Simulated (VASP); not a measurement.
**SnO: single point with PBE**

SnO:

```
CELL_PARAMETERS angstrom
3.80200 -0.05703 -0.05703
-0.05703 3.80200 -0.05703
-0.07254 -0.07254 4.83600
ATOMIC_POSITIONS crystal
Sn 0.00000 0.50000 0.23850
Sn 0.50000 0.00000 0.76150
O 0.00000 0.00000 0.00000
O 0.50000 0.50000 0.00000
```

This cell differs from its parent crystal: equal xy, yz and zx shear strains of -3 %.

```yaml
Program: VASP 6.6.1
Task: single point
Functional: PBE
Potentials_or_basis: VASP PAW PBE potentials, release 64 (Sn_d, O)
Cutoff: 520 eV
k_mesh: 8 × 8 × 6
Occupations: fermi-dirac, width 0.01 eV
Spin: no spin polarisation
```

```yaml
Pressure: 4.7 GPa
Largest_force: 0.546 eV/Å
Band_gap_on_the_k_mesh: zero (bands 20 and 21 overlap by 0.01 eV)
```

Forces on the atoms (eV/Å):
```
Sn   0.194  0.194  0.472
Sn  -0.194 -0.194 -0.472
O    0.129 -0.129  0.000
O   -0.129  0.129  0.000
```

Stress tensor (GPa, compression positive):
```
5.11 2.54 1.74
2.54 5.11 1.74
1.74 1.74 3.86
```

Levels at points of the mesh, in eV from the Fermi level:
```tsv
k point	band 16	band 17	band 18	band 19	band 20	band 21	band 22	band 23	band 24	band 25
(0.00, 0.00, 0.00)	-6.32	-3.55	-3.43	-3.02	0.00	2.07	4.31	4.52	4.75	5.62
(0.50, 0.00, 0.00)	-5.07	-4.94	-4.85	-2.85	-2.69	3.02	3.32	5.67	5.94	5.95
(0.50, 0.50, 0.00)	-5.15	-2.70	-2.43	-2.05	-1.84	-0.01	0.07	4.31	4.57	7.15
(0.00, 0.00, 0.50)	-3.61	-3.44	-3.13	-3.05	-2.29	1.65	2.87	3.03	3.65	7.80
(0.50, 0.00, 0.50)	-5.53	-4.90	-4.82	-1.93	-1.67	2.39	2.71	5.36	5.37	6.51
(0.50, 0.50, 0.50)	-5.59	-2.93	-2.70	-2.54	-2.43	2.26	2.31	3.92	4.09	5.54
```

Wall time 3.5 min on 1 thread of AMD EPYC 7R43 64-Core Processor (Zen 3), on a shared host, peak memory 0.26 GiB.

Caveat: the cell differs from its parent crystal (equal xy, yz and zx shear strains of -3 %); the cell stands under pressure; semilocal functionals underestimate gaps, and a narrow one can read as zero; spin-orbit coupling is left out, which moves the levels of the heavy elements.
